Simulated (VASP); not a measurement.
Here is a VASP 6.6.1 calculation.

INCAR

```
SYSTEM = Al3GaN4
PREC = Accurate
ENCUT = 600
EDIFF = 1E-7
ISMEAR = 0
SIGMA = 0.02
LREAL = .FALSE.
LASPH = .TRUE.
NELM = 60
ALGO = Normal
ISIF = 3
LWAVE = .FALSE.
LCHARG = .FALSE.
GGA = PS
IBRION = 2
NSW = 70
EDIFFG = -0.008
PSTRESS = -20.0
```

File KPOINTS:

```
Automatic mesh
0
G
  6 6 6
  0 0 0
```

POSCAR

```
Al3GaN4
1.0
    4.4356907189      0.0000000000      0.0000000000
    0.0000000000      4.4356907189      0.0000000000
    0.0000000000      0.0000000000      4.4356907189
Al Ga N
3 1 4
Direct
    0.5000000000      0.5000000000      0.0000000000
    0.5000000000      0.0000000000      0.5000000000
    0.0000000000      0.5000000000      0.5000000000
    0.0000000000      0.0000000000      0.0000000000
    0.7447077166      0.7447077166      0.2552922834
    0.7447077166      0.2552922834      0.7447077166
    0.2552922834      0.7447077166      0.7447077166
    0.2552922834      0.2552922834      0.2552922834
```

Potentials or basis: VASP PAW PBE potentials, release 64 (Al, Ga_d, N).

Launch:

```console
$ cat potpaw_PBE.64/Al/POTCAR potpaw_PBE.64/Ga_d/POTCAR potpaw_PBE.64/N/POTCAR > POTCAR
$ mpirun -np 1 vasp_std > vasp.out
```

Task: Predict the band gap on the k mesh.

Result: 3.31 eV.

Task: What does it give for the space group after relaxing (to 0.1 Å)?

Result: P-43m (No. 215).

Task: Estimate the relaxed volume.

Result: 10.80 Å³/atom.

Task: Estimate the relaxed cell.

Result: a = 4.421 Å, b = 4.421 Å, c = 4.421 Å, α = 90.00°, β = 90.00°, γ = 90.00°.

Forces in eV/Å, atoms in the order of the input:
```
Al   0.000  0.000  0.000
Al   0.000  0.000  0.000
Al   0.000  0.000  0.000
Ga   0.000  0.000  0.000
N    0.002  0.002 -0.002
N    0.002 -0.002  0.002
N   -0.002  0.002  0.002
N   -0.002 -0.002 -0.002
```

Caveat: the cell is relaxed towards a set pressure, so the run minimises the enthalpy, not the energy; the PAW data sets were made with another functional, which shifts forces and pressure a little. A k mesh can miss the band edges.
